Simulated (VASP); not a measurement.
## Ta4Br: relaxation of cell and atoms with PBE

Ta4Br:

```xyz
5
Lattice="-2.8948 2.8948 2.8948 2.8948 -2.8948 2.8948 2.8948 2.8948 -2.8948" Properties=species:S:1:pos:R:3 pbc="T T T"
Ta    1.4474    1.4474   -1.4474
Ta   -1.4474    1.4474    1.4474
Ta    1.4474    1.4474    1.4474
Ta    1.4474   -1.4474    1.4474
Br    0.0000    0.0000    0.0000
```

The cell was generated, and may not be a known phase.

```json
{"Program": "VASP 6.6.1", "Task": "relaxation of cell and atoms", "Functional": "PBE", "Potentials or basis": "VASP PAW PBE potentials, release 64 (Ta_pv, Br)", "Cutoff": "600 eV", "k mesh": "4 × 4 × 4", "Occupations": "gaussian, width 0.1 eV", "Spin": "no spin polarisation", "Dipole correction": "no", "Further INCAR settings": "ALGO = Fast; EDIFF = 1e-06; IBRION = 2; EDIFFG = -0.04; NSW = 90; ISIF = 3"}
```

```json
{
  "Relaxed volume": "20.79 Å³/atom",
  "Relaxed cell": "a = 5.130 Å, b = 5.130 Å, c = 5.130 Å, α = 109.47°, β = 109.47°, γ = 109.47°",
  "Space group after relaxing (to 0.1 Å)": "Im-3m (No. 229)",
  "Energy gained by relaxing": "46.0 meV/atom",
  "Ionic steps": "4",
  "Pressure after relaxing": "0.0 GPa",
  "Band gap on the k mesh": "zero (an odd number of electrons rules out a gap without spin polarisation)"
}
```

Step by step:
```tsv
step	energy change (eV)	largest force (eV/Å)	pressure (GPa)	volume (Å³)
1	0.0000	0.0000	11.34	97.03
2	0.4117	0.0000	-13.24	117.63
3	-0.2297	0.0000	-0.34	104.15
4	-0.2300	0.0000	-0.03	103.93
```

Final structure:
```yaml
crystal:
  lattice:
    - [-2.96179, 2.96179, 2.96179]
    - [2.96179, -2.96179, 2.96179]
    - [2.96179, 2.96179, -2.96179]
  atoms:
    - { symbol: Ta, position: [0.00000, 0.00000, 0.50000] }
    - { symbol: Ta, position: [0.50000, 0.00000, 0.00000] }
    - { symbol: Ta, position: [0.50000, 0.50000, 0.50000] }
    - { symbol: Ta, position: [0.00000, 0.50000, 0.00000] }
    - { symbol: Br, position: [0.00000, 0.00000, 0.00000] }
```

Levels at points of the mesh, in eV from the Fermi level:
| k point | band 24 | band 25 | band 26 | band 27 | band 28 | band 29 |
| --- | --- | --- | --- | --- | --- | --- |
| (0.00, 0.00, 0.00) | -2.53 | 0.85 | 0.85 | 0.85 | 1.73 | 2.09 |
| (0.50, 0.00, 0.00) | -0.25 | -0.04 | 0.08 | 0.27 | 0.44 | 0.86 |
| (0.50, 0.50, 0.50) | -1.01 | 0.00 | 0.00 | 0.00 | 1.55 | 1.55 |

Run time: 3.7 min on 1 thread of Oxide Virtual Turin-like Processor, with other jobs on the host, peak memory 0.22 GiB.

Caveat: the k points lie up to 0.38 Å⁻¹ apart in the final cell, too coarse for converged energies and pressures of a metal; spin-orbit coupling is left out, which moves the levels of the heavy elements; an odd number of electrons without spin polarisation forces a metal; a magnetic or distorted state may lie lower.
